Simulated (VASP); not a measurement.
Set up this calculation in VASP 6.6.1, as the native input.

| Property | Result |
| --- | --- |
| Task | single point |
| Functional | LDA |
| Potentials or basis | VASP PAW LDA potentials, release 64 (Si) |
| Cutoff | 520 eV |
| k mesh | 12 × 12 × 6 |
| Occupations | gaussian, width 0.03 eV |
| Spin | no spin polarisation |
| Dipole correction | no |
| Further INCAR settings | ALGO = Normal; EDIFF = 1e-06; NBANDS = 16 |

The structure of Si lies in POSCAR:

```
Si
1.0
    4.0678030768     -0.0507524963      0.0000000000
   -2.0778544895      3.0872672257      0.0000000000
    0.0000000000      0.0000000000      6.2886938331
Si
4
Direct
    0.3333333333      0.6666666667      0.0630360460
    0.6666666667      0.3333333333      0.5630360460
    0.3333333333      0.6666666667      0.4369639540
    0.6666666667      0.3333333333      0.9369639540
```

This cell differs from its parent crystal: engineering shear strain xy -0.0267, strain +e along x and -e along y +0.0700.

The input as run:

INCAR

```
  PREC = Accurate
  ENCUT = 520
  EDIFF = 1E-6
  ISMEAR = 0
  SIGMA = 0.03
  LREAL = False
  LASPH = True
  NELM = 60
  ALGO = Normal
  ISIF = 2
  LWAVE = False
  LCHARG = False
  NBANDS = 16
```

KPOINTS

```
regular mesh
0
Gamma
  12 12 6
```

Potentials or basis: VASP PAW LDA potentials, release 64 (Si).

Run with:

```sh
$ cat potpaw_LDA.64/Si/POTCAR > POTCAR
$ mpirun -np 1 vasp_std > vasp.out
```

Results of the run:

- Pressure: 1.7 GPa
- Largest force: 1.571 eV/Å
- Band gap on the k mesh: zero (bands 8 and 9 overlap by 0.76 eV)

Caveat: the cell differs from its parent crystal (engineering shear strain xy -0.0267, strain +e along x and -e along y +0.0700); semilocal functionals underestimate gaps, so a narrow gap can read as zero; forces of over 1 eV/Å act on the atoms, so gaps and moduli don't describe the material at rest.

It took 4.9 min on 1 thread of Intel(R) Xeon(R) Platinum 8488C (Sapphire Rapids), with other jobs on the host, peak memory 0.35 GiB.
